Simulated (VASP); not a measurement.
Runs of VASP 6.6.1 on Sn. The structure is that of space group P6_3/mmc (No. 194), or close to it. The cells are those of the table. 

| task | cell | k mesh | cutoff (eV) | gap on the mesh (eV) | pressure (GPa) |
| --- | --- | --- | --- | --- | --- |
| relaxation of cell and atoms | relaxed from a = 3.410, b = 3.410, c = 11.137 Å, angles 90.0, 90.0, 120.0°, 4 atoms | 11 × 11 × 3 | 600 | none | 0.0 |
| single point | a = 3.454, b = 3.454, c = 11.421 Å, angles 90.0, 90.0, 120.0°, 4 atoms | 12 × 12 × 4 | 520 | none | (a) |
| single point | a = 3.326, b = 3.326, c = 10.998 Å, angles 90.0, 90.0, 120.0°, 4 atoms | 14 × 14 × 4 | 520 | none | 0.2 |
| single point | a = 3.413, b = 3.413, c = 11.284 Å, angles 90.0, 90.0, 120.0°, 4 atoms | 12 × 12 × 4 | 520 | none | -3.4 |
| single point | a = 3.370, b = 3.370, c = 11.143 Å, angles 90.0, 90.0, 120.0°, 4 atoms | 12 × 12 × 4 | 520 | none | -1.9 |

Alike in all rows: level PBEsol; potentials or basis VASP PAW PBE potentials, release 64 (Sn_d); no spin polarisation; smearing fermi-dirac 0.1 eV.

**Question.** Fill in the values left out.

**Answer.** (a) -4.7.

Caveats: the PAW data sets were made with another functional, which shifts forces and pressure a little; spin-orbit coupling is left out, which moves the levels of the heavy elements.

A k mesh can miss the band edges, and the runs leave out spin-orbit coupling on Sn.

A gap of «none» marks levels without a gap at the run's occupations.
